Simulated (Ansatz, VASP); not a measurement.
CdTe in VASP and in Ansatz

```
Cd Te
1.0
     0.00000    3.27878    3.27878
     3.27878    0.00000    3.27878
     3.27878    3.27878    0.00000
Cd Te
1 1
Direct
  0.00000 0.00000 0.00000
  0.25000 0.25000 0.25000
```

Alike in both runs: task single point; functional r2SCAN; k mesh 8 × 8 × 8; occupations gaussian, width 0.02 eV; no spin polarisation.

|  | VASP | Ansatz |
| --- | --- | --- |
| version | VASP 6.6.1 | Ansatz 0.2.0 |
| potentials or method | VASP PAW PBE potentials, release 64 (Cd, Te), cutoff 550 eV | scalar-relativistic, plane waves, PAW |
| valence electrons in the cell | 18 | 36 |

Ansatz gave:

* gap on the k mesh at the Fermi level (eV): 1.17
* least direct gap on the mesh (eV): 1.17

Problem. What did VASP give for the same quantities?

Solution. gap on the k mesh at the Fermi level (eV): 1.16; least direct gap on the mesh (eV): 1.16.

VASP's potentials were made for PBE, not for r2SCAN. VASP's potentials hold 18 valence electrons a cell and Ansatz's 36, so a difference there can come from the potentials and not from the codes.

Neither program's run includes spin-orbit coupling.
